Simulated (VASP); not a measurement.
A run of VASP 6.6.1 is set up as follows.

File INCAR:

```
  PREC = Accurate
  ENCUT = 520
  EDIFF = 1E-7
  ISMEAR = 0
  SIGMA = 0.02
  LREAL = F
  LASPH = T
  NELM = 150
  ALGO = Normal
  ISIF = 2
  LWAVE = F
  LCHARG = F
  LMAXMIX = 4
  LDAU = T
  LDAUTYPE = 2
  LDAUL = 2 -1
  LDAUU = 6.2 0
  LDAUJ = 0 0
  LDAUPRINT = 1
  GGA = PE
  NBANDS = 17
```

KPOINTS

```
Automatic mesh
0
Gamma
  10 10 10
```

POSCAR

```
WO
1.0
    0.0000000000      2.4128820753      2.4128820753
    2.4128820753      0.0000000000      2.4128820753
    2.4128820753      2.4128820753      0.0000000000
W O
1 1
Direct
    0.0000000000      0.0000000000      0.0000000000
    0.2500000000      0.2500000000      0.2500000000
```

Potentials or basis: VASP PAW PBE potentials, release 64 (W_sv, O).

Launch:

```bash
$ cat potpaw_PBE.64/W_sv/POTCAR potpaw_PBE.64/O/POTCAR > POTCAR
$ mpirun -np 1 vasp_std > vasp.out
```

(1) What does it give for the band gap on the k mesh?

(2) Estimate the pressure.

Answers

(1) zero (band 10 reaches 8.96 eV, above the bottom of band 11 at 7.96 eV).

(2) -7.9 GPa.

Caveat: spin-orbit coupling is left out, which moves the levels of the heavy elements; U without spin polarisation on a metal has little footing.
